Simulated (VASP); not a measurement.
Write the native input for VASP 6.6.1 that does the following.

| Item | Value |
| --- | --- |
| Task | single point |
| Functional | PBE |
| Potentials or basis | VASP PAW PBE potentials, release 64 (Ti_sv, H) |
| Cutoff | 520 eV |
| k mesh | 9 × 6 × 1 |
| Occupations | gaussian, width 0.1 eV |
| Spin | no spin polarisation |
| Dipole correction | yes |
| Further INCAR settings | ALGO = Normal; EDIFF = 1e-07; NBANDS = 46 |

The structure of Ti6H lies in POSCAR:

```
Ti6H
1.0
    2.9381632085      0.0000000000      0.0000000000
    0.0000000000      4.6504654182      0.0000000000
    0.0000000000      0.0000000000     21.2842242132
Ti H
6 1
Direct
    0.0000000000      0.7500000000      0.1879326190
    0.5000000000      0.2500000000      0.2277825403
    0.5000000000      0.7500000000      0.3074823829
    0.0000000000      0.2500000000      0.3461291980
    0.0000000000      0.7496184064      0.4210704415
    0.5000000000      0.2760946650      0.4625765275
    0.5000000000      0.4166666667      0.5386763776
```

The input as run:

INCAR

```
SYSTEM = Ti6H
  PREC = Accurate
  ENCUT = 520
  EDIFF = 1E-7
  ISMEAR = 0
  SIGMA = 0.1
  LREAL = .FALSE.
  LASPH = .TRUE.
  NELM = 100
  ALGO = Normal
  ISIF = 2
  LWAVE = .FALSE.
  LCHARG = .FALSE.
  LDIPOL = .TRUE.
  IDIPOL = 3
  DIPOL = 0.5 0.5 0.356
  GGA = PE
  NBANDS = 46
```

KPOINTS

```
Automatic mesh
0
G
  9 6 1
  0 0 0
```

Potentials or basis: VASP PAW PBE potentials, release 64 (Ti_sv, H).

The run is started by

```bash
$ cat potpaw_PBE.64/Ti_sv/POTCAR potpaw_PBE.64/H/POTCAR > POTCAR
$ mpirun -np 1 vasp_std > vasp.out
```

Results of the run:

```json
{"Largest force": "0.365 eV/Å"}
```

Run time: 6.2 min on 1 thread of AMD EPYC 9R45 96-Core Processor (Zen 5), with other jobs on the host, peak memory 0.42 GiB.
